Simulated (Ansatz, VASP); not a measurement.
Two plane-wave programs on SiNi

```xyz
8
Lattice="4.5202 0.0000 0.0000 0.0000 4.5202 0.0000 0.0000 0.0000 4.5202" Properties=species:S:1:pos:R:3 pbc="T T T"
Si    3.8258    3.8258    3.8258
Si    2.9546    0.6945    1.5656
Si    1.5656    2.9546    0.6945
Si    0.6945    1.5656    2.9546
Ni    0.6733    0.6733    0.6733
Ni    1.5868    3.8469    2.9334
Ni    2.9334    1.5868    3.8469
Ni    3.8469    2.9334    1.5868
```

Alike in both runs: functional PBE; k mesh 4 × 4 × 4; occupations gaussian, width 0.1 eV; no spin polarisation.

Ansatz relaxed the structure, and its values are those at the end. VASP's run is a single point on that final structure, the one shown.

|  | VASP | Ansatz |
| --- | --- | --- |
| version | VASP 6.6.1 | Ansatz 0.2.0 |
| potentials or method | VASP PAW PBE potentials, release 64 (Si, Ni), cutoff 520 eV | scalar-relativistic, plane waves, PAW |
| valence electrons in the cell | 56 | 88 |

|  | VASP | Ansatz | Ansatz less VASP |
| --- | --- | --- | --- |
| gap on the k mesh at the Fermi level (eV) | none | none | - |
| pressure (GPa) | 0.0 | 0.0 | -0.05 |

A gap of «none» marks a metal or a gap that the smearing closes. With one functional, cell and mesh, what is left measures potentials, basis and numerics. VASP's potentials hold 56 valence electrons a cell and Ansatz's 88, so a difference there can come from the potentials and not from the codes.
